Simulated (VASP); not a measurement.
# Cu (P2/m) in VASP: single point with LDA

Aim: the single point of Cu with LDA.

All numbers are computed with VASP 6.6.1; they aren't measurements. Logs are shortened: lines on timing, memory, paths and dates and some standing lists are left out, and cuts for length are marked.

### 1 The cell of the first run

It takes space group P2/m (No. 10, monoclinic). Conventional cell: a = 11.570 Å, b = 2.238 Å, c = 22.224 Å, α = 90.00°, β = 101.93°, γ = 90.00°. Within 3.0 Å of Cu (site symmetry 2/m) lie 2 Cu at 2.24 Å.

### 2 Single point, LDA

INCAR reads:

```
SYSTEM = Cu
ALGO = All ; EDIFF = 1E-6
ENCUT = 590 ; GGA = CA
GGA_COMPAT = .FALSE. ; ISEARCH = 1
ISIF = 2 ; ISMEAR = 1
KPAR = 4 ; LASPH = .TRUE.
LCHARG = .FALSE. ; LREAL = .FALSE.
LWAVE = .FALSE. ; NBANDS = 12
NELM = 300 ; PREC = Accurate
SIGMA = 0.025
```

KPOINTS reads:

```
k-points
0
G
  3 13 2
  0 0 0
```

POSCAR reads:

```
Cu
1.0
   11.5702539500      0.0000000000      0.0000000000
    0.0000000000      2.2382121000      0.0000000000
   -4.5956239400      0.0000000000     21.7433883500
Cu
1
Direct
    0.5000000000      0.5000000000      0.5000000000
```

Potentials or basis: VASP PAW LDA potentials, release 64 (Cu).

Launch:

```console
> cat potpaw_LDA.64/Cu/POTCAR > POTCAR
> mpirun -np 4 vasp_std > vasp.out
```

OUTCAR:

```text
SYSTEM = Cu
   EDIFF = 1E-6
   ENCUT = 590
   GGA = CA
   ISIF = 2
   ISMEAR = 1
   LASPH = .TRUE.
   LREAL = .FALSE.
   NELM = 300
   PREC = Accurate

 ion  position               nearest neighbor table
   1  0.500  0.500  0.500-

  LATTYP: Found a simple monoclinic cell.
 ALAT       =    11.5702539500
 B/A-ratio  =     0.1934453738
 C/A-ratio  =     1.9207652505
 COS(beta)  =    -0.2067889375

  Lattice vectors:

 A1 = (  11.5702539500,   0.0000000000,   0.0000000000)
 A2 = (   0.0000000000,   2.2382121000,   0.0000000000)
 A3 = (  -4.5956239400,   0.0000000000,  21.7433883500)

Analysis of symmetry for initial positions (statically):
=====================================================================
 Subroutine PRICEL returns:
 Original cell was already a primitive cell.

 Routine SETGRP: Setting up the symmetry group for a
 simple monoclinic supercell.

 Subroutine GETGRP returns: Found  4 space group operations
 (whereof  4 operations were pure point group operations)
 out of a pool of  4 trial point group operations.

The static configuration has the point symmetry C_2h.

Analysis of symmetry for dynamics (positions and initial velocities):
=====================================================================
 Subroutine PRICEL returns:
 Original cell was already a primitive cell.

 Routine SETGRP: Setting up the symmetry group for a
 simple monoclinic supercell.

 Subroutine GETGRP returns: Found  4 space group operations
 (whereof  4 operations were pure point group operations)
 out of a pool of  4 trial point group operations.

The dynamic configuration has the point symmetry C_2h.

 Subroutine INISYM returns: Found  4 space group operations
 (whereof  4 operations are pure point group operations),
 and found     1 'primitive' translations

----------------------------------------------------------------------------------------

                                     Primitive cell

  volume of cell :     563.0816

  direct lattice vectors                    reciprocal lattice vectors
    11.570253950  0.000000000  0.000000000     0.086428526  0.000000000  0.018267300
     0.000000000  2.238212100  0.000000000     0.000000000  0.446785182  0.000000000
    -4.595623940  0.000000000 21.743388350     0.000000000  0.000000000  0.045990992

  length of vectors
    11.570253950  2.238212100 22.223741727     0.088337899  0.446785182  0.045990992

[... 84 lines left out ...]
   ISIF   =      2    stress and relaxation
   ISYM   =      2    0-nonsym 1-usesym 2-fastsym
   POTIM  = 0.5000    time-step for ionic-motion
   TEBEG  =    0.0;   TEEND  =   0.0 temperature during run
   PSTRESS=    0.0 pullay stress
   NELECT =      11.0000    total number of electrons
   NUPDOWN=      -1.0000    fix difference up-down
   EMIN   =  10.00;   EMAX   =-10.00  energy-range for DOS
   EFERMI =   0.00;   METHOD = LEGACY
   ISMEAR =     1;   SIGMA  =   0.03  broadening in eV -4-tet -1-fermi 0-gaus
   EFERMI_NEDOS =   21; number of points for ismear=-14 and -15
   IALGO  =     58    algorithm
   IMIX   =      4    mixing-type and parameters
     AMIX     =   0.40;   BMIX     =  1.00
     AMIX_MAG =   1.60;   BMIX_MAG =  1.00
  volume/ion in A,a.u.               =     563.08      3799.86
  Fermi-wavevector in a.u.,A,eV,Ry     =   0.440909  0.833197  2.644978  0.194400
  Thomas-Fermi vector in A             =   1.415886
   LORBIT       =      0    0 simple, 1 ext, 2 COOP (PROOUT), +10 PAW based schemes
   GGA     = CA    functional components
   LHFCALC =     F    Hartree Fock is set to
   AEXX    =    0.0000 exact exchange contribution
   IVDW    =     0    specifies the selected vdW correction
   LEPSILON=     F    determine dielectric tensor
   LRPA    =     F    only Hartree local field effects (RPA)
 non-spin polarized calculation
 Methfessel and Paxton  Order N= 1 SIGMA  =   0.03
  energy-cutoff  :      590.00
  volume of cell :      563.08
 maximum number of plane-waves:     18441
 NGX is ok and might be reduce to    96
   NGX = 45   NGY =  9   NGZ = 89

 number of electron      11.0000000 magnetization

 Free energy of the ion-electron system (eV)
  ---------------------------------------------------
  ext. energy  EPLUGINS =         0.00000000
  ---------------------------------------------------
  free energy    TOTEN  =        -2.13073589 eV

  energy without entropy =       -2.12994343  energy(sigma->0) =       -2.13047174

 E-fermi :  -5.4205     XC(G=0):  -0.7456

 val. band max:       -5.4243663217   @ k =   0.3333   0.0000   0.0000
 cond. band min:      -4.7271427888   @ k =   0.0000   0.3077   0.0000
 fundamental gap:      0.6972235328
 Fermi energy:        -5.4205177453

 k-point     1 :       0.0000    0.0000    0.0000
  band No.  band energies     occupation
      1      -8.9073      2.00000
      2      -6.4838      2.00000
      3      -6.2997      2.00000
      4      -6.2997      2.00000
      5      -5.4244      1.50059
      6      -5.4244      1.49944
      7      -2.3482      0.00000
      8      -2.3430      0.00000
      9       0.0350      0.00000
     10       0.4590      0.00000
     11       0.5293      0.00000
     12       0.9721      0.00000
[... 331 lines left out ...]
 k-point    24 :       0.3333    0.3077    0.5000
  band No.  band energies     occupation
      1      -6.8071      2.00000
      2      -6.8071      2.00000
      3      -6.2380      2.00000
      4      -6.0122      2.00000
      5      -6.0122      2.00000
      6      -4.7271      0.00000
      7       0.9715      0.00000
      8       0.9765      0.00000
      9       3.0071      0.00000
     10       3.2897      0.00000
     11       3.5335      0.00000
     12       3.6164      0.00000

 [... further k-points ...]

------------------------ aborting loop because EDIFF is reached ----------------------------------------

  FORCE on cell =-STRESS in cart. coord.  units (eV):
  Direction    XX          YY          ZZ          XY          YZ          ZX
  --------------------------------------------------------------------------------------
  -------------------------------------------------------------------------------------
  Total       -0.0033428     -0.3546517     -0.0005883      0.0000000      0.0000000      0.0000756
  in kB       -0.0095114     -1.0091165     -0.0016738      0.0000000      0.0000000      0.0002150
  external PRESSURE =      -0.3401006 kB  Pullay stress =       0.0000000 kB

 VOLUME and BASIS-vectors are now :
 -----------------------------------------------------------------------------
  energy-cutoff  :      590.00
  volume of cell :      563.08
      direct lattice vectors                 reciprocal lattice vectors
    11.570253950  0.000000000  0.000000000     0.086428526  0.000000000  0.018267300
     0.000000000  2.238212100  0.000000000     0.000000000  0.446785182  0.000000000
    -4.595623940  0.000000000 21.743388350     0.000000000  0.000000000  0.045990992

 POSITION                                       TOTAL-FORCE (eV/Angst)
 -----------------------------------------------------------------------------------
      3.48732      1.11911     10.87169        -0.000000      0.000000      0.000000
 -----------------------------------------------------------------------------------
    total drift:                                0.000000     -0.000000     -0.000000

  FREE ENERGIE OF THE ION-ELECTRON SYSTEM (eV)
  ---------------------------------------------------
  free  energy   TOTEN  =        -2.1307358942 eV

  energy  without entropy=       -2.1299434730  energy(sigma->0) =       -2.13047175
```

Wall time 56 s (4 MPI ranks of Intel Xeon Platinum 8488C (Sapphire Rapids), shared host); peak memory 0.7 GiB.

What came out:

```
Free energy            : -2.1307 eV
Pressure               : 0.0 GPa
Band gap on the k mesh : zero (an odd number of electrons rules out a gap without spin polarisation)
```

Stress tensor (GPa, compression positive):
```
 0.00  0.00  0.00
 0.00 -0.10  0.00
 0.00  0.00  0.00
```

The gap in the log of VASP goes by the Fermi energy; the results here count the filled bands.